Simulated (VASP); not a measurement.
Here is a VASP 6.6.1 calculation.

INCAR

```
SYSTEM = Dy3Re
PREC     = Accurate       ! precision mode
ENCUT    = 600            ! plane-wave cutoff, eV
EDIFF    = 1E-6           ! SCF threshold, eV
ISMEAR   = 0              ! smearing method
SIGMA    = 0.1            ! smearing width, eV
LREAL    = .False.        ! projectors in reciprocal space
LASPH    = .True.         ! aspherical terms in the spheres
NELM     = 200            ! most SCF steps
ALGO     = Normal         ! electronic algorithm
ISIF     = 2              ! what is computed and relaxed
LWAVE    = .False.        ! write WAVECAR
LCHARG   = .True.         ! write CHGCAR
GGA      = PE             ! functional
LELF     = .True.         ! ELF
LVHAR    = .True.       
NBANDS   = 44             ! bands
GGA_COMPAT= .False.      
LMAXMIX  = 6              ! l up to which the mixer works
```

File KPOINTS:

```
regular mesh
0
Gamma
  8 8 8
  0 0 0
```

POSCAR

```
Dy3Re
1.0
    5.7788374594      0.0000000000      0.0000000000
    0.0000000000      5.7788374594      0.0000000000
    0.0000000000      0.0000000000      5.7788374594
Dy Re
6 2
Direct
    0.2500000000      0.0000000000      0.5000000000
    0.5000000000      0.7500000000      0.0000000000
    0.7500000000      0.0000000000      0.5000000000
    0.5000000000      0.2500000000      0.0000000000
    0.0000000000      0.5000000000      0.7500000000
    0.0000000000      0.5000000000      0.2500000000
    0.0000000000      0.0000000000      0.0000000000
    0.5000000000      0.5000000000      0.5000000000
```

Potentials or basis: VASP PAW PBE potentials, release 64 (Dy_3, Re), 4f in core.

Command:

```sh
$ cat potpaw_PBE.64/Dy_3/POTCAR potpaw_PBE.64/Re/POTCAR > POTCAR
$ mpirun -np 1 vasp_std > vasp.out
```

(1) Estimate the pressure.

(2) What does it give for the band gap on the k mesh?

Answers

(1) 0.6 GPa.

(2) zero (bands 34 and 35 overlap by 0.63 eV).

Caveat: spin-orbit coupling is left out, which moves the levels of the heavy elements; the 4f electrons are frozen in the core, so they carry no moment and show no levels.
